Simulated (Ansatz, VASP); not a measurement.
## One calculation of ZrTi5C6, two programs

Contents of INCAR:

```
SYSTEM = ZrTi5C6
PREC     = Accurate       ! precision mode
ENCUT    = 520            ! plane-wave cutoff, eV
EDIFF    = 1E-7           ! SCF threshold, eV
ISMEAR   = 0              ! smearing method
SIGMA    = 0.1            ! smearing width, eV
LREAL    = .FALSE.        ! projectors in reciprocal space
LASPH    = .TRUE.         ! aspherical terms in the spheres
NELM     = 150            ! most SCF steps
ALGO     = Normal         ! electronic algorithm
ISIF     = 2              ! what is computed and relaxed
LWAVE    = .FALSE.        ! write WAVECAR
LCHARG   = .FALSE.        ! write CHGCAR
ISPIN    = 2              ! spin polarisation
MAGMOM   = 1 1 1 1 1 1 0 0 0 0 0 0 ! initial moments
LORBIT   = 11             ! projections on sites
LMAXMIX  = 4              ! l up to which the mixer works
GGA      = PE             ! functional
NBANDS   = 64             ! bands
```

KPOINTS

```
regular mesh
0
G
  6 4 2
  0 0 0
```

POSCAR

```
ZrTi5C6
1.0
    3.1140689182      0.0000000000      0.0000000000
    0.0000000000      4.4103699146      0.0000000000
    0.0000000000      0.0000000000      9.3401514583
Zr Ti C
1 5 6
Direct
    0.0000000000      0.0000000000      0.0000000000
    0.0000000000      0.0000000000      0.6618393461
    0.5000000000      0.5000000000      0.8272295711
    0.5000000000      0.5000000000      0.1727704289
    0.0000000000      0.0000000000      0.3381606539
    0.5000000000      0.5000000000      0.5000000000
    0.0000000000      0.5000000000      0.6639893808
    0.5000000000      0.0000000000      0.8221827206
    0.0000000000      0.5000000000      0.0000000000
    0.5000000000      0.0000000000      0.1778172794
    0.0000000000      0.5000000000      0.3360106192
    0.5000000000      0.0000000000      0.5000000000
```

Input for Ansatz:

```yaml
crystal:
  lattice:
    - [3.1140689182, 0.0, 0.0]
    - [0.0, 4.4103699146, 0.0]
    - [0.0, 0.0, 9.3401514583]
  atoms:
    - { symbol: Zr, position: [0.0, 0.0, 0.0], spin: 1.0 }
    - { symbol: Ti, position: [0.0, 0.0, 0.6618393461], spin: 1.0 }
    - { symbol: Ti, position: [0.5, 0.5, 0.8272295711], spin: 1.0 }
    - { symbol: Ti, position: [0.5, 0.5, 0.1727704289], spin: 1.0 }
    - { symbol: Ti, position: [0.0, 0.0, 0.3381606539], spin: 1.0 }
    - { symbol: Ti, position: [0.5, 0.5, 0.5], spin: 1.0 }
    - { symbol: C, position: [0.0, 0.5, 0.6639893808] }
    - { symbol: C, position: [0.5, 0.0, 0.8221827206] }
    - { symbol: C, position: [0.0, 0.5, 0.0] }
    - { symbol: C, position: [0.5, 0.0, 0.1778172794] }
    - { symbol: C, position: [0.0, 0.5, 0.3360106192] }
    - { symbol: C, position: [0.5, 0.0, 0.5] }
basis:
  ecutwfc: 420
kpoints:
  mp_grid: { grid: [6, 4, 2] }
hamiltonian:
  xc: pbe
scf:
  occupations: { method: gaussian, width: 0.1 }
  lower_state_search: "off"
output:
  forces: true
  stress: true
  eigenvalues: true
  populations: true
magnetization:
  spin_polarized: true
```

Alike in both runs: task single point; functional PBE; k mesh 6 × 4 × 2; occupations gaussian, width 0.1 eV; collinear spin.

|  | VASP | Ansatz |
| --- | --- | --- |
| version | VASP 6.6.1 | Ansatz 0.2.0 |
| potentials or method | VASP PAW PBE potentials, release 64 (Zr_sv, Ti_sv, C), cutoff 520 eV | scalar-relativistic, plane waves, PAW |
| valence electrons in the cell | 96 | 96 |

|  | VASP | Ansatz | Ansatz less VASP |
| --- | --- | --- | --- |
| gap on the k mesh at the Fermi level (eV) | none | none | - |
| pressure (GPa) | 0.1 | -0.1 | -0.25 |
| traceless stress, the component that is largest in VASP (GPa) | -0.05 | -0.06 | -0.013 |
| rms of the force components (eV/Å) | 0.004 | 0.004 | 0.0000 |
| net moment per atom (μB) | 0.00 | 0.00 | 0.000 |

Atom by atom the forces differ by 0.001 eV/Å (rms over components). A gap of «none» marks a metal or a gap that the smearing closes. The functional is the same, so the differences come from potentials, cutoffs and numerics. Ansatz's warnings: seeded moment not kept.
